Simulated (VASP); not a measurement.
# PbO in VASP: a series of runs, part 2 of 2

VASP 6.6.1. The steps go on from the part before.

## Step 3: Single point, PBE+D3(BJ)

INCAR

```
PREC     = Accurate       # precision mode
ENCUT    = 520            # plane-wave cutoff, eV
EDIFF    = 1E-6           # SCF threshold, eV
ISMEAR   = 0              # smearing method
SIGMA    = 0.02           # smearing width, eV
LREAL    = False          # projectors in reciprocal space
LASPH    = True           # aspherical terms in the spheres
NELM     = 60             # most SCF steps
ALGO     = Normal         # electronic algorithm
ISIF     = 2              # what is computed and relaxed
LWAVE    = False          # write WAVECAR
LCHARG   = False          # write CHGCAR
LDIPOL   = True         
IDIPOL   = 3            
DIPOL    = 0.5 0.5 0.500
GGA      = PE             # functional
IVDW     = 12             # dispersion correction
NBANDS   = 28             # bands
```

KPOINTS

```
regular mesh
0
Gamma
  6 6 1
```

POSCAR

```
PbO
1.0
    3.9050000000      0.0000000000      0.0000000000
    0.0000000000      3.9050000000      0.0000000000
    0.0000000000      0.0000000000     30.7493267952
Pb O
2 2
Direct
    0.5000000000      0.0000000000      0.4607471081
    0.0000000000      0.5000000000      0.5392528919
    0.0000000000      0.0000000000      0.5000000000
    0.5000000000      0.5000000000      0.5000000000
```

Potentials or basis: VASP PAW PBE potentials, release 64 (Pb_d, O).

Launch:

```bash
cat potpaw_PBE.64/Pb_d/POTCAR potpaw_PBE.64/O/POTCAR > POTCAR
mpirun -np 1 vasp_std > vasp.out
```

OUTCAR:

```text
PREC = Accurate
   ENCUT = 520
   EDIFF = 1E-6
   ISMEAR = 0
   LREAL = False
   LASPH = True
   NELM = 60
   ISIF = 2
   GGA = PE
   IVDW = 12
 IVDW          = 12

 ion  position               nearest neighbor table
   1  0.500  0.000  0.461-   3 2.30   4 2.30   4 2.30   3 2.30   2 3.67   2 3.67   2 3.67   2 3.67

   2  0.000  0.500  0.539-   3 2.30   4 2.30   3 2.30   4 2.30   1 3.67   1 3.67   1 3.67   1 3.67

   3  0.000  0.000  0.500-   1 2.30   2 2.30   2 2.30   1 2.30
   4  0.500  0.500  0.500-   1 2.30   2 2.30   1 2.30   2 2.30

  LATTYP: Found a simple tetragonal cell.
 ALAT       =     3.9050000000
 C/A-ratio  =     7.8743474508

  Lattice vectors:

 A1 = (   3.9050000000,   0.0000000000,   0.0000000000)
 A2 = (   0.0000000000,   3.9050000000,   0.0000000000)
 A3 = (   0.0000000000,   0.0000000000,  30.7493267952)

Analysis of symmetry for initial positions (statically):
=====================================================================
 Subroutine PRICEL returns:
 Original cell was already a primitive cell.

 Routine SETGRP: Setting up the symmetry group for a
 simple tetragonal supercell.

 Subroutine GETGRP returns: Found 16 space group operations
 (whereof  8 operations were pure point group operations)
 out of a pool of 16 trial point group operations.

The static configuration has the point symmetry D_2d.
 The point group associated with its full space group is D_4h.

Analysis of symmetry for dynamics (positions and initial velocities):
=====================================================================
 Subroutine PRICEL returns:
 Original cell was already a primitive cell.

 Routine SETGRP: Setting up the symmetry group for a
 simple tetragonal supercell.

 Subroutine GETGRP returns: Found 16 space group operations
 (whereof  8 operations were pure point group operations)
 out of a pool of 16 trial point group operations.

The dynamic configuration has the point symmetry D_2d.
 The point group associated with its full space group is D_4h.

 Subroutine INISYM returns: Found 16 space group operations
 (whereof  8 operations are pure point group operations),
[... 112 lines left out ...]
   AEXX    =    0.0000 exact exchange contribution
   IVDW    =    12    specifies the selected vdW correction
   LEPSILON=     F    determine dielectric tensor
   LRPA    =     F    only Hartree local field effects (RPA)
 non-spin polarized calculation
 Gauss-broadening in eV      SIGMA  =   0.02
  energy-cutoff  :      520.00
  volume of cell :      468.90
 maximum number of plane-waves:     12658
 NGX is ok and might be reduce to    30
   NGX = 15   NGY = 15   NGZ =115

 number of electron      40.0000001 magnetization

 dipolmoment           0.000000      0.000000     -0.000000 electrons x Angstroem

 Free energy of the ion-electron system (eV)
  ---------------------------------------------------
  ext. energy  EPLUGINS =         0.00000000
  ---------------------------------------------------
  free energy    TOTEN  =       -21.35405169 eV

  energy without entropy =      -21.35405169  energy(sigma->0) =      -21.35405169

 E-fermi :  -3.0453     XC(G=0):  -2.0777

 val. band max:       -3.1515543622   @ k =   0.0000   0.0000   0.0000
 cond. band min:      -0.3267425739   @ k =   0.0000   0.0000   0.0000
 fundamental gap:      2.8248117883
 Fermi energy:        -3.0453105362

 k-point     1 :       0.0000    0.0000    0.0000
  band No.  band energies     occupation
      1     -21.1493      2.00000
      2     -20.4847      2.00000
      3     -18.5179      2.00000
      4     -18.5179      2.00000
      5     -18.5148      2.00000
      6     -18.4498      2.00000
[... 299 lines left out ...]
     27       3.9728      0.00000
     28       3.9728      0.00000

------------------------ aborting loop because EDIFF is reached ----------------------------------------

 vacuum level on the upper side and lower side of the slab       (xc-potential included)        -0.006        -0.006

 Edisp (eV)   -0.58147

 E8    (eV) :    -0.2764

  FORCE on cell =-STRESS in cart. coord.  units (eV):
  Direction    XX          YY          ZZ          XY          YZ          ZX
  --------------------------------------------------------------------------------------
  -------------------------------------------------------------------------------------
  Total       2.67305     2.67305     1.71178     0.00000    -0.00000    -0.00000
  in kB       9.13357     9.13357     5.84899     0.00000    -0.00000    -0.00000
  external pressure =        8.04 kB  Pullay stress =        0.00 kB

 VOLUME and BASIS-vectors are now :
 -----------------------------------------------------------------------------
  energy-cutoff  :      520.00
  volume of cell :      468.90
      direct lattice vectors                 reciprocal lattice vectors
     3.905000000  0.000000000  0.000000000     0.256081946  0.000000000  0.000000000
     0.000000000  3.905000000  0.000000000     0.000000000  0.256081946  0.000000000
     0.000000000  0.000000000 30.749326795     0.000000000  0.000000000  0.032521037

 POSITION                                       TOTAL-FORCE (eV/Angst)
 -----------------------------------------------------------------------------------
      1.95250      0.00000     14.16766        -0.000000     -0.000000     -0.741126
      0.00000      1.95250     16.58166         0.000000      0.000000      0.741126
      0.00000      0.00000     15.37466         0.000000      0.000000      0.000000
      1.95250      1.95250     15.37466         0.000000     -0.000000      0.000000
 -----------------------------------------------------------------------------------
    total drift:                                0.000000      0.000000      0.000000

  FREE ENERGIE OF THE ION-ELECTRON SYSTEM (eV)
  ---------------------------------------------------
  free  energy   TOTEN  =       -21.9355260237 eV

  energy  without entropy=      -21.9355260237  energy(sigma->0) =      -21.93552602

 vacuum level on the upper side and lower side of the slab         1.588         1.588
```

stdout:

```text
POSCAR found type information on POSCAR PbO
 POSCAR found :  2 types and       4 ions
 scaLAPACK will be used
 LDA part: xc-table for (Slater+PW92), standard interpolation
 POSCAR, INCAR and KPOINTS ok, starting setup
 FFT: planning ... GRIDC
 FFT: planning ... GRID_SOFT
 FFT: planning ... GRID
 WAVECAR not read
 entering main loop
```

It took 3.7 min on 1 thread of Intel Xeon Platinum 8488C (Sapphire Rapids), shared host; peak memory 0.55 GiB.

What came out:

| Item | Value |
| --- | --- |
| Free energy | -21.9355 eV |
| Largest force | 0.741 eV/Å |
| Band gap on the k mesh | 2.82 eV, direct |
| Dispersion energy per atom | -0.145 eV |

Forces on the atoms (eV/Å):
```
Pb   0.000  0.000 -0.741
Pb   0.000  0.000  0.741
O    0.000  0.000  0.000
O    0.000  0.000  0.000
```

Levels at points of the mesh, in eV from the valence-band top:
```tsv
k point	band 16	band 17	band 18	band 19	band 20	band 21	band 22	band 23	band 24	band 25
(0.00, 0.00, 0.00)	-3.65	-1.17	-1.02	-1.02	0.00	2.82	2.87	4.70	4.72	5.02
(0.50, 0.00, 0.00)	-2.88	-2.40	-2.40	-0.65	-0.65	3.44	3.44	5.33	5.33	6.94
(0.50, 0.50, 0.00)	-3.18	-1.21	-1.21	-0.39	-0.39	3.36	3.36	5.41	5.41	6.72
```

Caveat: spin-orbit coupling is left out, which moves the levels of the heavy elements.

## Step 4: Single point, PBE+D3(BJ)

INCAR

```
ALGO = Normal
DIPOL = 0.5 0.5 0.500
EDIFF = 1E-6
ENCUT = 520
GGA = PE
IDIPOL = 3
ISIF = 2
ISMEAR = 0
IVDW = 12
LASPH = T
LCHARG = T
LDIPOL = T
LELF = T
LREAL = F
LVACPOTAV = T
LVHAR = T
LWAVE = F
NBANDS = 28
NELM = 80
PREC = Accurate
SIGMA = 0.02
```

KPOINTS

```
k-points
0
Gamma
  6 6 1
```

Edit POSCAR of step 3 so:

```diff
@@ -8,4 +8,4 @@
 Direct
-    0.5000000000      0.0000000000      0.4607471081
-    0.0000000000      0.5000000000      0.5392528919
+    0.5000000000      0.0000000000      0.4580316015
+    0.0000000000      0.5000000000      0.5419683985
     0.0000000000      0.0000000000      0.5000000000
```

Launch:

```bash
cat potpaw_PBE.64/Pb_d/POTCAR potpaw_PBE.64/O/POTCAR > POTCAR
mpirun -np 1 vasp_std > vasp.out
```

Wall time 3.7 min (1 thread of Intel Xeon Platinum 8488C (Sapphire Rapids), shared host); peak memory 0.55 GiB.

It converged, with:

```
Free energy                : -21.9364 eV
Largest force              : 0.706 eV/Å
Band gap on the k mesh     : 2.77 eV, indirect (least direct gap 2.92 eV)
Dispersion energy per atom : -0.144 eV
```

Forces in eV/Å, atoms in the order of the input:
```
Pb   0.000  0.000  0.706
Pb   0.000  0.000 -0.706
O    0.000  0.000  0.000
O    0.000  0.000  0.000
```

Levels at points of the mesh, in eV from the valence-band top:
```
           k point  band 17  band 18  band 19  band 20  band 21  band 22  band 23  band 24
(0.00, 0.00, 0.00)    -0.98    -0.57    -0.57    -0.15     2.77     3.05     4.57     4.63
(0.50, 0.00, 0.00)    -1.96    -1.96    -0.70    -0.70     3.21     3.21     5.24     5.24
(0.50, 0.50, 0.00)    -1.33    -1.33     0.00     0.00     3.10     3.10     5.11     5.11
```

Caveat: spin-orbit coupling is left out, which moves the levels of the heavy elements.
